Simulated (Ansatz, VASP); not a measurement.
# Ni in VASP and in Ansatz

INCAR

```
SYSTEM = Ni
PREC = Accurate
ENCUT = 600
EDIFF = 1E-6
ISMEAR = -1
SIGMA = 0.05
LREAL = .FALSE.
LASPH = .TRUE.
NELM = 200
ALGO = Normal
ISIF = 2
LWAVE = .FALSE.
LCHARG = .TRUE.
MAGMOM = 0 0 0.7
LORBIT = 11
LSORBIT = .TRUE.
GGA_COMPAT = .FALSE.
LORBMOM = .TRUE.
LMAXMIX = 4
GGA = PE
LVHAR = .TRUE.
NBANDS = 21
```

Contents of KPOINTS:

```
Automatic mesh
0
G
  15 15 15
  0 0 0
```

Contents of POSCAR:

```
Ni
1.0
    0.0000000000      1.6799391071      1.9381285000
    1.6799391071      0.0000000000      1.9381285000
    1.6799391071      1.6799391071      0.0000000000
Ni
1
Direct
    0.0000000000      0.0000000000      0.0000000000
```

Input for Ansatz:

```yaml
crystal:
  lattice:
    - [0.0, 1.6799391071, 1.9381285]
    - [1.6799391071, 0.0, 1.9381285]
    - [1.6799391071, 1.6799391071, 0.0]
  atoms:
    - { symbol: Ni, position: [0.0, 0.0, 0.0], spin: 0.7, spin_axis: [0.0, 0.0, 1.0] }
magnetization:
  noncollinear: true
  spin_orbit: true
kpoints:
  mp_grid: { grid: [15, 15, 15] }
scf:
  occupations: { method: fermi_dirac, width: 0.05 }
  convergence: { dr2_threshold: 1.0e-09 }
  max_iter: 120
  lower_state_search: "off"
hamiltonian:
  xc: pbe
  pseudopotentials: { kind: paw_fr }
output:
  eigenvalues: false
  hubbard: { sites: [{ species: Ni, l: d }] }
```

Change from the starting cell: stretched by +10 % along [0.0, 0.0, 1.0] at fixed volume; spin-orbit coupling, moments along 001, PAW files.

Alike in both runs: task single point; functional PBE; k mesh 15 × 15 × 15; occupations fermi-dirac, width 0.05 eV; non-collinear spin, spin-orbit coupling.

|  | VASP | Ansatz |
| --- | --- | --- |
| version | VASP 6.6.1 | Ansatz 0.2.0 |
| potentials or method | VASP PAW PBE potentials, release 64 (Ni) | PAW with Ansatz's default frozen-core files, fully relativistic files with spin-orbit coupling |
| plane-wave cutoff (eV) | 600 | 420 |
| valence electrons in the cell | 10 | 18 |

|  | VASP | Ansatz | Ansatz less VASP |
| --- | --- | --- | --- |
| net moment per atom (μB) | 0.61 | 0.62 | +0.008 |

VASP's potentials hold 10 valence electrons a cell and Ansatz's 18, so a difference there can come from the potentials and not from the codes.
